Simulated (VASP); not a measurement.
# Bi (R-3m) in VASP: single point with PBE

Aim: the single point of Bi with PBE.

Everything below comes from runs of VASP 6.6.1. Logs are shortened: lines on timing, memory, paths and dates and some standing lists are left out, and cuts for length are marked.

### 1 The cell of the first run

The structure is trigonal, space group R-3m (No. 166). The conventional cell has a = 4.535 Å, b = 4.535 Å, c = 11.814 Å, α = 90.00°, β = 90.00°, γ = 120.00°. Bi (site symmetry 3m) has 6 Bi at 3.09 to 3.48 Å within 4.1 Å.

### 2 Single point, PBE

Contents of INCAR:

```
  ALGO = Normal
  EDIFF = 1E-7
  ENCUT = 520
  GGA = PE
  ISIF = 2
  ISMEAR = -1
  LASPH = True
  LCHARG = True
  LELF = True
  LREAL = False
  LVHAR = True
  LWAVE = False
  NBANDS = 22
  NELM = 60
  PREC = Accurate
  SIGMA = 0.05
```

Contents of KPOINTS:

```
k-points
0
Gamma
  9 9 9
```

Contents of POSCAR:

```
Bi
1.0
    2.2675000000      1.3091417354      3.9380000000
   -2.2675000000      1.3091417354      3.9380000000
    0.0000000000     -2.6182834708      3.9380000000
Bi
2
Direct
    0.2362504184      0.2362504184      0.2362504184
    0.7637495816      0.7637495816      0.7637495816
```

Potentials or basis: VASP PAW PBE potentials, release 64 (Bi_d).

Command:

```
cat potpaw_PBE.64/Bi_d/POTCAR > POTCAR
mpirun -np 1 vasp_std > vasp.out
```

OUTCAR:

```text
EDIFF = 1E-7
   ENCUT = 520
   GGA = PE
   ISIF = 2
   ISMEAR = -1
   LASPH = True
   LREAL = False
   NELM = 60
   PREC = Accurate

 ion  position               nearest neighbor table
   1  0.236  0.236  0.236-   2 3.09   2 3.09   2 3.09   2 3.48   2 3.48   2 3.48
   2  0.764  0.764  0.764-   1 3.09   1 3.09   1 3.09   1 3.48   1 3.48   1 3.48

  LATTYP: Found a trigonal (rhomboedric) cell.
 ALAT       =     4.7289800521
 COS(alpha) =     0.5401781303

  Lattice vectors:

 A1 = (   2.2675000000,   1.3091417354,   3.9380000000)
 A2 = (  -2.2675000000,   1.3091417354,   3.9380000000)
 A3 = (   0.0000000000,  -2.6182834708,   3.9380000000)

Analysis of symmetry for initial positions (statically):
=====================================================================
 Subroutine PRICEL returns:
 Original cell was already a primitive cell.

 Routine SETGRP: Setting up the symmetry group for a
 trigonal (rhombohedral) supercell.

 Subroutine GETGRP returns: Found 12 space group operations
 (whereof 12 operations were pure point group operations)
 out of a pool of 12 trial point group operations.

The static configuration has the point symmetry D_3d.

Analysis of symmetry for dynamics (positions and initial velocities):
=====================================================================
 Subroutine PRICEL returns:
 Original cell was already a primitive cell.

 Routine SETGRP: Setting up the symmetry group for a
 trigonal (rhombohedral) supercell.

 Subroutine GETGRP returns: Found 12 space group operations
 (whereof 12 operations were pure point group operations)
 out of a pool of 12 trial point group operations.

The dynamic configuration has the point symmetry D_3d.

 Subroutine INISYM returns: Found 12 space group operations
 (whereof 12 operations are pure point group operations),
 and found     1 'primitive' translations

----------------------------------------------------------------------------------------

                                     Primitive cell

  volume of cell :      70.1392

  direct lattice vectors                    reciprocal lattice vectors
     2.267500000  1.309141735  3.938000000     0.220507166  0.127309872  0.084645336
    -2.267500000  1.309141735  3.938000000    -0.220507166  0.127309872  0.084645336
     0.000000000 -2.618283471  3.938000000     0.000000000 -0.254619744  0.084645336

  length of vectors
     4.728980052  4.728980052  4.728980052     0.268320791  0.268320791  0.268320791

  position of ions in fractional coordinates (direct lattice)
     0.236250418  0.236250418  0.236250418
     0.763749582  0.763749582  0.763749582

  ion indices of the primitive-cell ions
   primitive index   ion index
                 1           1
                 2           2

----------------------------------------------------------------------------------------

 KPOINTS: k-points

Automatic generation of k-mesh.
 Grid dimensions read from file:
 generate k-points for:    9    9    9

 Generating k-lattice:

  Cartesian coordinates                     Fractional coordinates (reciprocal lattice)
     0.024500796  0.014145541  0.009405037     0.111111111 -0.000000000  0.000000000
    -0.024500796  0.014145541  0.009405037    -0.000000000  0.111111111  0.000000000
     0.000000000 -0.028291083  0.009405037     0.000000000  0.000000000  0.111111111

  Length of vectors
     0.029813421  0.029813421  0.029813421

  Shift w.r.t. Gamma in fractional coordinates (k-lattice)
     0.000000000  0.000000000  0.000000000

 Subroutine IBZKPT returns following result:
 ===========================================

 Found     85 irreducible k-points:

 Following reciprocal coordinates:
            Coordinates               Weight
  0.000000  0.000000  0.000000      1.000000
  0.111111  0.000000 -0.000000      6.000000
  0.222222  0.000000  0.000000      6.000000
  0.333333  0.000000  0.000000      6.000000
  0.444444  0.000000  0.000000      6.000000
  0.111111  0.111111 -0.000000      6.000000
[... 16 lines left out ...]
 -0.333333  0.333333  0.000000      6.000000
  0.444444  0.444444  0.000000      6.000000
 [... further k-points ...]
   k-points           NKPTS =     85   k-points in BZ     NKDIM =     85   number of bands    NBANDS=     22
   number of dos      NEDOS =    301   number of ions     NIONS =      2
   total plane-waves  NPLWV =  46656
   dimension x,y,z NGX =    36 NGY =   36 NGZ =   36
   dimension x,y,z NGXF=    72 NGYF=   72 NGZF=   72
   ions per type =               2
   NGX,Y,Z   is equivalent  to a cutoff of  12.66, 12.66, 12.66 a.u.
   NGXF,Y,Z  is equivalent  to a cutoff of  25.31, 25.31, 25.31 a.u.
 SYSTEM =  unknown system
   PREC   = accura    normal or accurate (medium, high low for compatibility)
   ISTART =      0    job   : 0-new  1-cont  2-samecut
   ICHARG =      2    charge: 1-file 2-atom 10-const
   ISPIN  =      1    spin polarized calculation?
   LNONCOLLINEAR =      F non collinear calculations
   LSORBIT =      F    spin-orbit coupling
   LASPH  =      T    aspherical Exc in radial PAW
   ENCUT  =  520.0 eV  38.22 Ry    6.18 a.u.   8.79  8.79  8.79*2*pi/ulx,y,z
   NELM   =     60;   NELMIN=  2; NELMDL= -5     # of ELM steps
   EDIFF  = 0.1E-06   stopping-criterion for ELM
   LREAL  =      F    real-space projection
   EDIFFG = 0.1E-05   stopping-criterion for IOM
   NSW    =      0    number of steps for IOM
   IBRION =     -1    ionic relax: 0-MD 1-quasi-New 2-CG
   NFREE  =      0    steps in history (QN), initial steepest desc. (CG)
   ISIF   =      2    stress and relaxation
   ISYM   =      2    0-nonsym 1-usesym 2-fastsym
   POTIM  = 0.5000    time-step for ionic-motion
   TEBEG  =    0.0;   TEEND  =   0.0 temperature during run
   PSTRESS=    0.0 pullay stress
   NELECT =      30.0000    total number of electrons
   NUPDOWN=      -1.0000    fix difference up-down
   EMIN   =  10.00;   EMAX   =-10.00  energy-range for DOS
   EFERMI =   0.00;   METHOD = LEGACY
   ISMEAR =    -1;   SIGMA  =   0.05  broadening in eV -4-tet -1-fermi 0-gaus
   EFERMI_NEDOS =   21; number of points for ismear=-14 and -15
   IALGO  =     38    algorithm
   IMIX   =      4    mixing-type and parameters
     AMIX     =   0.40;   BMIX     =  1.00
     AMIX_MAG =   1.60;   BMIX_MAG =  1.00
  volume/ion in A,a.u.               =      35.07       236.66
  Fermi-wavevector in a.u.,A,eV,Ry     =   1.233469  2.330919 20.700530  1.521446
  Thomas-Fermi vector in A             =   2.368198
   LORBIT       =      0    0 simple, 1 ext, 2 COOP (PROOUT), +10 PAW based schemes
   GGA     = PE    functional components
   LHFCALC =     F    Hartree Fock is set to
   AEXX    =    0.0000 exact exchange contribution
   IVDW    =     0    specifies the selected vdW correction
   LEPSILON=     F    determine dielectric tensor
   LRPA    =     F    only Hartree local field effects (RPA)
 non-spin polarized calculation
  energy-cutoff  :      520.00
  volume of cell :       70.14
 maximum number of plane-waves:      1934
   NGX = 17   NGY = 17   NGZ = 17

 number of electron      29.9999995 magnetization

 Free energy of the ion-electron system (eV)
  ---------------------------------------------------
  ext. energy  EPLUGINS =         0.00000000
  ---------------------------------------------------
  free energy    TOTEN  =        -7.76554765 eV

  energy without entropy =       -7.76354595  energy(sigma->0) =       -7.76454680

 E-fermi :   6.3485     XC(G=0):  -9.5546

 val. band max:        6.3315073278   @ k =   0.2222   0.2222   0.1111
 cond. band min:       6.5895405433   @ k =   0.4444   0.1111   0.1111
 fundamental gap:      0.2580332156
 Fermi energy:         6.3485408909

 k-point     1 :       0.0000    0.0000    0.0000
  band No.  band energies     occupation
      1     -16.5569      2.00000
      2     -16.5569      2.00000
      3     -16.4079      2.00000
      4     -16.4079      2.00000
      5     -16.3989      2.00000
      6     -16.2280      2.00000
[... 14 lines left out ...]
     21      12.1229      0.00000
     22      12.5193      0.00000

 k-point     2 :       0.1111    0.0000   -0.0000
  band No.  band energies     occupation
      1     -16.5472      2.00000
      2     -16.5453      2.00000
      3     -16.4038      2.00000
      4     -16.4013      2.00000
      5     -16.3929      2.00000
      6     -16.2333      2.00000
[... 14 lines left out ...]
     21      12.2723      0.00000
     22      13.4681      0.00000

 k-point     3 :       0.2222    0.0000    0.0000
  band No.  band energies     occupation
      1     -16.5202      2.00000
      2     -16.5117      2.00000
      3     -16.3934      2.00000
      4     -16.3827      2.00000
      5     -16.3747      2.00000
      6     -16.2508      2.00000
[... 14 lines left out ...]
     21      12.8719      0.00000
     22      15.3034      0.00000

 k-point     4 :       0.3333    0.0000    0.0000
  band No.  band energies     occupation
      1     -16.4829      2.00000
      2     -16.4608      2.00000
      3     -16.3804      2.00000
      4     -16.3555      2.00000
      5     -16.3467      2.00000
      6     -16.2811      2.00000
[... 14 lines left out ...]
     21      13.9182      0.00000
     22      16.6694      0.00000

 k-point     5 :       0.4444    0.0000    0.0000
  band No.  band energies     occupation
      1     -16.4516      2.00000
      2     -16.4025      2.00000
      3     -16.3703      2.00000
      4     -16.3357      2.00000
      5     -16.3259      2.00000
      6     -16.2999      2.00000
[... 417 lines left out ...]
 k-point    22 :      -0.4444    0.3333    0.0000
  band No.  band energies     occupation
      1     -16.5134      2.00000
      2     -16.4096      2.00000
      3     -16.3873      2.00000
      4     -16.3379      2.00000
      5     -16.3214      2.00000
      6     -16.2961      2.00000
[... 14 lines left out ...]
     21      15.3298      0.00000
     22      17.0863      0.00000

 k-point    23 :      -0.3333    0.3333    0.0000
  band No.  band energies     occupation
      1     -16.4955      2.00000
      2     -16.4012      2.00000
      3     -16.3535      2.00000
      4     -16.3458      2.00000
      5     -16.3439      2.00000
      6     -16.2961      2.00000
[... 14 lines left out ...]
     21      14.3989      0.00000
     22      16.1924      0.00000

 k-point    24 :       0.4444    0.4444    0.0000
  band No.  band energies     occupation
      1     -16.5436      2.00000
      2     -16.4180      2.00000
      3     -16.4063      2.00000
      4     -16.3167      2.00000
      5     -16.3145      2.00000
      6     -16.2960      2.00000
[... 14 lines left out ...]
     21      16.0422      0.00000
     22      16.6400      0.00000

 [... further k-points ...]

------------------------ aborting loop because EDIFF is reached ----------------------------------------

  FORCE on cell =-STRESS in cart. coord.  units (eV):
  Direction    XX          YY          ZZ          XY          YZ          ZX
  --------------------------------------------------------------------------------------
  -------------------------------------------------------------------------------------
  Total        0.7332544      0.7332544      0.6369658     -0.0000000     -0.0000000      0.0000000
  in kB       16.7495967     16.7495967     14.5500924     -0.0000000     -0.0000000      0.0000000
  external PRESSURE =      16.0164286 kB  Pullay stress =       0.0000000 kB

 VOLUME and BASIS-vectors are now :
 -----------------------------------------------------------------------------
  energy-cutoff  :      520.00
  volume of cell :       70.14
      direct lattice vectors                 reciprocal lattice vectors
     2.267500000  1.309141735  3.938000000     0.220507166  0.127309872  0.084645336
    -2.267500000  1.309141735  3.938000000    -0.220507166  0.127309872  0.084645336
     0.000000000 -2.618283471  3.938000000     0.000000000 -0.254619744  0.084645336

 POSITION                                       TOTAL-FORCE (eV/Angst)
 -----------------------------------------------------------------------------------
      0.00000      0.00000      2.79106         0.000000     -0.000000     -0.001700
      0.00000      0.00000      9.02294         0.000000      0.000000      0.001700
 -----------------------------------------------------------------------------------
    total drift:                                0.000000     -0.000000      0.000000

  FREE ENERGIE OF THE ION-ELECTRON SYSTEM (eV)
  ---------------------------------------------------
  free  energy   TOTEN  =        -7.7655476529 eV

  energy  without entropy=       -7.7635459508  energy(sigma->0) =       -7.76454680
```

It took 2.8 min on 1 thread of Intel Xeon 8259CL, shared host; peak memory 0.26 GiB.

Results:

```yaml
Free_energy: -7.7655 eV
Pressure: 1.6 GPa
Band_gap_on_the_k_mesh: zero (bands 15 and 16 overlap by 0.01 eV)
```

Levels at points of the mesh, in eV from the Fermi level:
| k point | band 13 | band 14 | band 15 | band 16 | band 17 | band 18 |
| --- | --- | --- | --- | --- | --- | --- |
| (0.00, 0.00, 0.00) | -1.52 | -1.16 | -1.16 | 2.69 | 3.02 | 3.02 |

Caveat: spin-orbit coupling is left out, which moves the levels of the heavy elements.

The gap in the log of VASP goes by the Fermi energy; the results here count the filled bands.